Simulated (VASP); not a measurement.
# Hf (P6_3/mmc) in VASP: further runs

Hf is run at these levels: PBEsol, PBE; tasks: single point.

Program: VASP 6.6.1. These are calculated values, not measurements. Logs are shortened: lines on timing, memory, paths and dates and some standing lists are left out, and cuts for length are marked.

**1. The cell of the first run**

It takes space group P6_3/mmc (No. 194, hexagonal). Conventional cell: a = 3.159 Å, b = 3.159 Å, c = 4.999 Å, α = 90.00°, β = 90.00°, γ = 120.00°. Hf (site symmetry -6m2) has 12 Hf at 3.09 to 3.16 Å within 4.1 Å.

**2. Single point, PBEsol**

The input, INCAR:

```
SYSTEM = Hf
  PREC = Accurate
  ENCUT = 520
  EDIFF = 1E-6
  ISMEAR = 1
  SIGMA = 0.1
  LREAL = .False.
  LASPH = .True.
  NELM = 60
  ALGO = Normal
  ISIF = 2
  LWAVE = .False.
  LCHARG = .True.
  GGA = PS
  LELF = .True.
  LVHAR = .True.
  NBANDS = 17
```

The input, KPOINTS:

```
Automatic mesh
0
Gamma
  19 19 11
  0 0 0
```

The input, POSCAR:

```
Hf
1.0
    3.1590465009      0.0000000000      0.0000000000
   -1.5795232505      2.7358145215      0.0000000000
    0.0000000000      0.0000000000      4.9993653013
Hf
2
Direct
    0.0000000000      0.0000000000      0.0000000000
    0.3333333333      0.6666666667      0.5000000000
```

Potentials or basis: VASP PAW PBE potentials, release 64 (Hf_pv).

Run with:

```
$ cat potpaw_PBE.64/Hf_pv/POTCAR > POTCAR
$ mpirun -np 1 vasp_std > vasp.out
```

OUTCAR:

```text
SYSTEM = Hf
   PREC = Accurate
   ENCUT = 520
   EDIFF = 1E-6
   ISMEAR = 1
   LREAL = .False.
   LASPH = .True.
   NELM = 60
   ISIF = 2
   GGA = PS

 ion  position               nearest neighbor table
   1  0.000  0.000  0.000-   2 3.09   2 3.09   2 3.09   2 3.09   2 3.09   2 3.09
   2  0.333  0.667  0.500-   1 3.09   1 3.09   1 3.09   1 3.09   1 3.09   1 3.09

  LATTYP: Found a hexagonal cell.
 ALAT       =     3.1590465009
 C/A-ratio  =     1.5825551475

  Lattice vectors:

 A1 = (   3.1590465009,   0.0000000000,   0.0000000000)
 A2 = (  -1.5795232505,   2.7358145215,   0.0000000000)
 A3 = (   0.0000000000,   0.0000000000,   4.9993653013)

Analysis of symmetry for initial positions (statically):
=====================================================================
 Subroutine PRICEL returns:
 Original cell was already a primitive cell.

 Routine SETGRP: Setting up the symmetry group for a
 hexagonal supercell.

 Subroutine GETGRP returns: Found 24 space group operations
 (whereof 12 operations were pure point group operations)
 out of a pool of 24 trial point group operations.

The static configuration has the point symmetry D_3h.
 The point group associated with its full space group is D_6h.

Analysis of symmetry for dynamics (positions and initial velocities):
=====================================================================
 Subroutine PRICEL returns:
 Original cell was already a primitive cell.

 Routine SETGRP: Setting up the symmetry group for a
 hexagonal supercell.

 Subroutine GETGRP returns: Found 24 space group operations
 (whereof 12 operations were pure point group operations)
 out of a pool of 24 trial point group operations.

The dynamic configuration has the point symmetry D_3h.
 The point group associated with its full space group is D_6h.

 Subroutine INISYM returns: Found 24 space group operations
 (whereof 12 operations are pure point group operations),
 and found     1 'primitive' translations

----------------------------------------------------------------------------------------

                                     Primitive cell

  volume of cell :      43.2073

  direct lattice vectors                    reciprocal lattice vectors
     3.159046501  0.000000000  0.000000000     0.316551212  0.182760928  0.000000000
    -1.579523251  2.735814522  0.000000000     0.000000000  0.365521855  0.000000000
     0.000000000  0.000000000  4.999365301     0.000000000  0.000000000  0.200025391

  length of vectors
     3.159046501  3.159046501  4.999365301     0.365521855  0.365521855  0.200025391

  position of ions in fractional coordinates (direct lattice)
     0.000000000  0.000000000  0.000000000
     0.333333333  0.666666667  0.500000000

  ion indices of the primitive-cell ions
   primitive index   ion index
                 1           1
                 2           2

----------------------------------------------------------------------------------------

 KPOINTS: Automatic mesh

Automatic generation of k-mesh.
 Grid dimensions read from file:
 generate k-points for:   19   19   11

 Generating k-lattice:

  Cartesian coordinates                     Fractional coordinates (reciprocal lattice)
     0.016660590  0.009618996  0.000000000     0.052631579  0.000000000  0.000000000
     0.000000000  0.019237992  0.000000000     0.000000000  0.052631579  0.000000000
     0.000000000  0.000000000  0.018184126     0.000000000  0.000000000  0.090909091

  Length of vectors
     0.019237992  0.019237992  0.018184126

  Shift w.r.t. Gamma in fractional coordinates (k-lattice)
     0.000000000  0.000000000  0.000000000

 Subroutine IBZKPT returns following result:
 ===========================================

 Found    240 irreducible k-points:

 Following reciprocal coordinates:
            Coordinates               Weight
  0.000000  0.000000  0.000000      1.000000
  0.052632 -0.000000  0.000000      6.000000
  0.105263 -0.000000  0.000000      6.000000
  0.157895 -0.000000  0.000000      6.000000
  0.210526  0.000000  0.000000      6.000000
  0.263158  0.000000  0.000000      6.000000
[... 16 lines left out ...]
  0.263158  0.105263  0.000000     12.000000
  0.315789  0.105263  0.000000     12.000000
 [... further k-points ...]
   k-points           NKPTS =    240   k-points in BZ     NKDIM =    240   number of bands    NBANDS=     17
   number of dos      NEDOS =    301   number of ions     NIONS =      2
   total plane-waves  NPLWV =  23040
   dimension x,y,z NGX =    24 NGY =   24 NGZ =   40
   dimension x,y,z NGXF=    48 NGYF=   48 NGZF=   80
   ions per type =               2
   NGX,Y,Z   is equivalent  to a cutoff of  12.63, 12.63, 13.30 a.u.
   NGXF,Y,Z  is equivalent  to a cutoff of  25.26, 25.26, 26.60 a.u.
 SYSTEM =  Hf
   PREC   = accura    normal or accurate (medium, high low for compatibility)
   ISTART =      0    job   : 0-new  1-cont  2-samecut
   ICHARG =      2    charge: 1-file 2-atom 10-const
   ISPIN  =      1    spin polarized calculation?
   LNONCOLLINEAR =      F non collinear calculations
   LSORBIT =      F    spin-orbit coupling
   LASPH  =      T    aspherical Exc in radial PAW
   ENCUT  =  520.0 eV  38.22 Ry    6.18 a.u.   5.87  5.87  9.30*2*pi/ulx,y,z
   NELM   =     60;   NELMIN=  2; NELMDL= -5     # of ELM steps
   EDIFF  = 0.1E-05   stopping-criterion for ELM
   LREAL  =      F    real-space projection
   EDIFFG = 0.1E-04   stopping-criterion for IOM
   NSW    =      0    number of steps for IOM
   IBRION =     -1    ionic relax: 0-MD 1-quasi-New 2-CG
   NFREE  =      0    steps in history (QN), initial steepest desc. (CG)
   ISIF   =      2    stress and relaxation
   ISYM   =      2    0-nonsym 1-usesym 2-fastsym
   POTIM  = 0.5000    time-step for ionic-motion
   TEBEG  =    0.0;   TEEND  =   0.0 temperature during run
   PSTRESS=    0.0 pullay stress
   NELECT =      20.0000    total number of electrons
   NUPDOWN=      -1.0000    fix difference up-down
   EMIN   =  10.00;   EMAX   =-10.00  energy-range for DOS
   EFERMI =   0.00;   METHOD = LEGACY
   ISMEAR =     1;   SIGMA  =   0.10  broadening in eV -4-tet -1-fermi 0-gaus
   EFERMI_NEDOS =   21; number of points for ismear=-14 and -15
   IALGO  =     38    algorithm
   IMIX   =      4    mixing-type and parameters
     AMIX     =   0.40;   BMIX     =  1.00
     AMIX_MAG =   1.60;   BMIX_MAG =  1.00
  volume/ion in A,a.u.               =      21.60       145.79
  Fermi-wavevector in a.u.,A,eV,Ry     =   1.266385  2.393120 21.820074  1.603730
  Thomas-Fermi vector in A             =   2.399588
   LORBIT       =      0    0 simple, 1 ext, 2 COOP (PROOUT), +10 PAW based schemes
   GGA     = PS    functional components
   LHFCALC =     F    Hartree Fock is set to
   AEXX    =    0.0000 exact exchange contribution
   IVDW    =     0    specifies the selected vdW correction
   LEPSILON=     F    determine dielectric tensor
   LRPA    =     F    only Hartree local field effects (RPA)
 non-spin polarized calculation
 Methfessel and Paxton  Order N= 1 SIGMA  =   0.10
  energy-cutoff  :      520.00
  volume of cell :       43.21
 maximum number of plane-waves:      1188
 NGX is ok and might be reduce to    24
   NGX = 11   NGY = 11   NGZ = 19

 number of electron      19.9999996 magnetization

 Free energy of the ion-electron system (eV)
  ---------------------------------------------------
  ext. energy  EPLUGINS =         0.00000000
  ---------------------------------------------------
  free energy    TOTEN  =       -21.00628834 eV

  energy without entropy =      -21.00612486  energy(sigma->0) =      -21.00623385

 E-fermi :   5.0079     XC(G=0): -11.5521

 val. band max:        4.9954549275   @ k =   0.2632   0.2632   0.2727
 cond. band min:       5.0101126547   @ k =   0.1579  -0.0000   0.0000
 fundamental gap:      0.0146577272
 Fermi energy:         5.0078609481

 k-point     1 :       0.0000    0.0000    0.0000
  band No.  band energies     occupation
      1     -26.0081      2.00000
      2     -25.1675      2.00000
      3     -25.1675      2.00000
      4     -25.0275      2.00000
      5     -25.0240      2.00000
      6     -25.0240      2.00000
[... 9 lines left out ...]
     16       7.6951      0.00000
     17      10.5179      0.00000

 k-point     2 :       0.0526   -0.0000    0.0000
  band No.  band energies     occupation
      1     -26.0000      2.00000
      2     -25.1852      2.00000
      3     -25.1734      2.00000
      4     -25.0427      2.00000
      5     -25.0312      2.00000
      6     -25.0263      2.00000
[... 9 lines left out ...]
     16       7.6077      0.00000
     17      10.5907      0.00000

 k-point     3 :       0.1053   -0.0000    0.0000
  band No.  band energies     occupation
      1     -25.9760      2.00000
      2     -25.2362      2.00000
      3     -25.1904      2.00000
      4     -25.0962      2.00000
      5     -25.0423      2.00000
      6     -25.0331      2.00000
[... 9 lines left out ...]
     16       7.3799      0.00000
     17      10.7742      0.00000

 k-point     4 :       0.1579   -0.0000    0.0000
  band No.  band energies     occupation
      1     -25.9374      2.00000
      2     -25.3150      2.00000
      3     -25.2158      2.00000
      4     -25.1770      2.00000
      5     -25.0610      2.00000
      6     -25.0443      2.00000
[... 9 lines left out ...]
     16       7.7294      0.00000
     17      11.0022      0.00000

 k-point     5 :       0.2105    0.0000    0.0000
  band No.  band energies     occupation
      1     -25.8864      2.00000
      2     -25.4131      2.00000
      3     -25.2746      2.00000
      4     -25.2465      2.00000
      5     -25.0872      2.00000
      6     -25.0590      2.00000
[... 9 lines left out ...]
     16       8.2445      0.00000
     17      11.2221      0.00000

 k-point     6 :       0.2632    0.0000    0.0000
  band No.  band energies     occupation
      1     -25.8259      2.00000
      2     -25.5197      2.00000
      3     -25.3773      2.00000
      4     -25.2790      2.00000
      5     -25.1205      2.00000
      6     -25.0757      2.00000
[... 9 lines left out ...]
     16       8.8711      0.00000
     17      11.4060      0.00000

 k-point     7 :       0.3158   -0.0000    0.0000
  band No.  band energies     occupation
      1     -25.7599      2.00000
      2     -25.6231      2.00000
      3     -25.4741      2.00000
      4     -25.3099      2.00000
      5     -25.1600      2.00000
      6     -25.0924      2.00000
[... 9 lines left out ...]
     16       9.5735      0.00000
     17      11.5443      0.00000

 k-point     8 :       0.3684   -0.0000    0.0000
  band No.  band energies     occupation
      1     -25.7118      2.00000
      2     -25.6937      2.00000
      3     -25.5555      2.00000
      4     -25.3360      2.00000
      5     -25.2032      2.00000
      6     -25.1071      2.00000
[... 9 lines left out ...]
     16      10.2996      0.00000
     17      11.6390      0.00000
[... 203 lines left out ...]
      1     -25.8100      2.00000
      2     -25.6438      2.00000
      3     -25.5887      2.00000
      4     -25.3758      2.00000
      5     -25.2801      2.00000
      6     -25.1366      2.00000
[... 9 lines left out ...]
     16      11.6591      0.00000
     17      12.5210      0.00000

 k-point    20 :       0.1053    0.1053    0.0000
  band No.  band energies     occupation
      1     -25.9150      2.00000
      2     -25.3402      2.00000
      3     -25.2818      2.00000
      4     -25.1754      2.00000
      5     -25.0723      2.00000
      6     -25.0635      2.00000
[... 9 lines left out ...]
     16       8.0772      0.00000
     17      11.0071      0.00000

 k-point    21 :       0.1579    0.1053    0.0000
  band No.  band energies     occupation
      1     -25.8652      2.00000
      2     -25.4210      2.00000
      3     -25.3606      2.00000
      4     -25.2200      2.00000
      5     -25.0985      2.00000
      6     -25.0866      2.00000
[... 9 lines left out ...]
     16       8.6688      0.00000
     17      11.1389      0.00000

 k-point    22 :       0.2105    0.1053    0.0000
  band No.  band energies     occupation
      1     -25.8061      2.00000
      2     -25.5176      2.00000
      3     -25.4360      2.00000
      4     -25.2692      2.00000
      5     -25.1319      2.00000
      6     -25.1097      2.00000
[... 9 lines left out ...]
     16       9.3630      0.00000
     17      11.2622      0.00000

 k-point    23 :       0.2632    0.1053    0.0000
  band No.  band energies     occupation
      1     -25.7413      2.00000
      2     -25.6145      2.00000
      3     -25.5045      2.00000
      4     -25.3169      2.00000
      5     -25.1716      2.00000
      6     -25.1312      2.00000
[... 9 lines left out ...]
     16      10.1292      0.00000
     17      11.3608      0.00000

 k-point    24 :       0.3158    0.1053    0.0000
  band No.  band energies     occupation
      1     -25.6982      2.00000
      2     -25.6758      2.00000
      3     -25.5624      2.00000
      4     -25.3572      2.00000
      5     -25.2153      2.00000
      6     -25.1494      2.00000
[... 9 lines left out ...]
     16      10.9303      0.00000
     17      11.4296      0.00000

 [... further k-points ...]

------------------------ aborting loop because EDIFF is reached ----------------------------------------

  FORCE on cell =-STRESS in cart. coord.  units (eV):
  Direction    XX          YY          ZZ          XY          YZ          ZX
  --------------------------------------------------------------------------------------
  -------------------------------------------------------------------------------------
  Total       -0.0799893     -0.0799893     -0.1182448      0.0000000      0.0000000      0.0000000
  in kB       -2.9660957     -2.9660957     -4.3846510      0.0000000      0.0000000      0.0000000
  external PRESSURE =      -3.4389474 kB  Pullay stress =       0.0000000 kB

 VOLUME and BASIS-vectors are now :
 -----------------------------------------------------------------------------
  energy-cutoff  :      520.00
  volume of cell :       43.21
      direct lattice vectors                 reciprocal lattice vectors
     3.159046501  0.000000000  0.000000000     0.316551212  0.182760928  0.000000000
    -1.579523251  2.735814522  0.000000000     0.000000000  0.365521855  0.000000000
     0.000000000  0.000000000  4.999365301     0.000000000  0.000000000  0.200025391

 POSITION                                       TOTAL-FORCE (eV/Angst)
 -----------------------------------------------------------------------------------
      0.00000      0.00000      0.00000        -0.000000     -0.000000      0.000000
     -0.00000      1.82388      2.49968         0.000000      0.000000      0.000000
 -----------------------------------------------------------------------------------
    total drift:                                0.000000     -0.000000     -0.000000

  FREE ENERGIE OF THE ION-ELECTRON SYSTEM (eV)
  ---------------------------------------------------
  free  energy   TOTEN  =       -21.0062883376 eV

  energy  without entropy=      -21.0061248642  energy(sigma->0) =      -21.00623385
```

Run time: 88 s. Hardware: 1 thread of Intel Xeon 6975P-C (Granite Rapids), shared host; peak memory 0.27 GiB.

Results:

```
Free energy            : -21.0063 eV
Pressure               : -0.3 GPa
Band gap on the k mesh : zero (bands 10 and 11 overlap by 1.56 eV)
```

Levels at points of the mesh, in eV from the Fermi level:
```
           k point  band 8  band 9  band 10  band 11  band 12  band 13
(0.00, 0.00, 0.00)   -3.83    0.79     1.17     1.17     1.46     2.03
```

Caveat: the PAW data sets were made with another functional, which shifts forces and pressure a little; spin-orbit coupling is left out, which moves the levels of the heavy elements.

[end of part 1 of 2]
